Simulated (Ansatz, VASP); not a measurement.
# Re: VASP beside Ansatz

INCAR

```
PREC = Accurate
ENCUT = 520
EDIFF = 1E-6
ISMEAR = 0
SIGMA = 0.05
LREAL = F
LASPH = T
NELM = 80
ALGO = Fast
ISIF = 2
LWAVE = F
LCHARG = F
GGA = PE
NBANDS = 10
```

Contents of KPOINTS:

```
Automatic mesh
0
Gamma
  8 8 8
```

POSCAR

```
Re
1.0
    0.0000000000      1.9741118735      1.9741118735
    1.9741118735      0.0000000000      1.9741118735
    1.9741118735      1.9741118735      0.0000000000
Re
1
Direct
    0.0000000000      0.0000000000      0.0000000000
```

Input for Ansatz:

```yaml
crystal:
  lattice:
    - [0.0, 1.9741118735, 1.9741118735]
    - [1.9741118735, 0.0, 1.9741118735]
    - [1.9741118735, 1.9741118735, 0.0]
  atoms:
    - { symbol: Re, position: [0.0, 0.0, 0.0] }
basis:
  ecutwfc: 420
  ecutrho_ratio: 4
kpoints:
  mp_grid: { grid: [8, 8, 8] }
hamiltonian:
  xc: pbe
scf:
  occupations: { method: gaussian, width: 0.05 }
output:
  forces: true
  stress: true
  eigenvalues: true
```

Alike in both runs: task single point; functional PBE; k mesh 8 × 8 × 8; occupations gaussian, width 0.05 eV; no spin polarisation.

|  | VASP | Ansatz |
| --- | --- | --- |
| version | VASP 6.6.1 | Ansatz 0.2.0 |
| potentials or method | VASP PAW PBE potentials, release 64 (Re), cutoff 520 eV | scalar-relativistic, plane waves, PAW |
| valence electrons in the cell | 7 | 15 |

Ansatz gave:

* gap on the k mesh at the Fermi level (eV): none
* pressure (GPa): -9.1

Task: Which values does VASP return?

Result: gap on the k mesh at the Fermi level (eV): none; pressure (GPa): -9.8.

A gap of «none» marks a metal or a gap that the smearing closes. VASP's potentials hold 7 valence electrons a cell and Ansatz's 15, so a difference there can come from the potentials and not from the codes.

Neither program's run includes spin-orbit coupling.
